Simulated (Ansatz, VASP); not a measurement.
# Two plane-wave programs on In2S

File INCAR:

```
  PREC = Accurate
  ENCUT = 500
  EDIFF = 1E-6
  ISMEAR = 0
  SIGMA = 0.02
  LREAL = False
  LASPH = True
  NELM = 120
  ALGO = Normal
  ISIF = 2
  LWAVE = False
  LCHARG = True
  GGA = PE
  LELF = True
  LVHAR = True
  NBANDS = 23
  GGA_COMPAT = False
```

The input KPOINTS:

```
regular mesh
0
Gamma
  8 8 8
```

The input POSCAR:

```
In2S
1.0
    0.0000000000      3.6483000000      3.6483000000
    3.6483000000      0.0000000000      3.6483000000
    3.6483000000      3.6483000000      0.0000000000
S In
1 2
Direct
    0.0000000000      0.0000000000      0.0000000000
    0.2500000000      0.2500000000      0.2500000000
    0.7500000000      0.7500000000      0.7500000000
```

Input for Ansatz:

```yaml
crystal:
  lattice:
    - [0.0, 3.6483, 3.6483]
    - [3.6483, 0.0, 3.6483]
    - [3.6483, 3.6483, 0.0]
  atoms:
    - { symbol: S, position: [0.0, 0.0, 0.0] }
    - { symbol: In, position: [0.25, 0.25, 0.25] }
    - { symbol: In, position: [0.75, 0.75, 0.75] }
basis:
  ecutwfc: 420
kpoints:
  mp_grid: { grid: [8, 8, 8] }
hamiltonian:
  xc: pbe
scf:
  occupations: { method: gaussian, width: 0.02 }
output:
  forces: true
  stress: true
  eigenvalues: true
```

Alike in both runs: task single point; functional PBE; k mesh 8 × 8 × 8; occupations gaussian, width 0.02 eV; no spin polarisation.

```csv
,VASP,Ansatz
version,VASP 6.6.1,Ansatz 0.2.0
potentials or method,"VASP PAW PBE potentials, release 64 (S, In_d), cutoff 500 eV","scalar-relativistic, plane waves, PAW"
valence electrons in the cell,32,32
```

```csv
,VASP,Ansatz,Ansatz less VASP
gap on the k mesh at the Fermi level (eV),none,none,-
pressure (GPa),-1.0,-1.0,+0.02
```

A gap of «none» marks a metal or a gap that the smearing closes.
